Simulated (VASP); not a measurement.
Na: single point with r2SCAN

Crystal: Na.

```
Na
1.0
     3.74172    0.00000    0.00000
    -1.87086    3.24042    0.00000
     0.00000    0.00000    6.11270
Na
2
Direct
  0.66667 0.33333 0.75000
  0.33333 0.66667 0.25000
```

| Item | Value |
| --- | --- |
| Program | VASP 6.6.1 |
| Task | single point |
| Functional | r2SCAN |
| Potentials or basis | VASP PAW PBE potentials, release 64 (Na_pv) |
| Cutoff | 520 eV |
| k mesh | 8 × 8 × 5 |
| Occupations | fermi-dirac, width 0.05 eV |
| Spin | no spin polarisation |

- Pressure: 0.1 GPa
- Band gap on the k mesh: zero (band 7 reaches 1.83 eV, above the bottom of band 8 at -1.56 eV)

Stress tensor (GPa, compression positive):
```
 0.25  0.00  0.00
 0.00  0.25  0.00
 0.00  0.00 -0.05
```

Levels at points of the mesh, in eV from the Fermi level:
```tsv
k point	band 5	band 6	band 7	band 8	band 9	band 10
(0.00, 0.00, 0.00)	-25.96	-25.96	-3.44	0.54	1.22	10.69
(0.50, 0.00, 0.00)	-25.97	-25.97	0.24	0.50	4.07	4.19
```

It took 87 s on 1 thread of Intel(R) Xeon(R) Platinum 8375C CPU @ 2.90GHz (Ice Lake), with other jobs on the host, peak memory 0.19 GiB.

Caveat: the PAW data sets were made with another functional, which shifts forces and pressure a little.
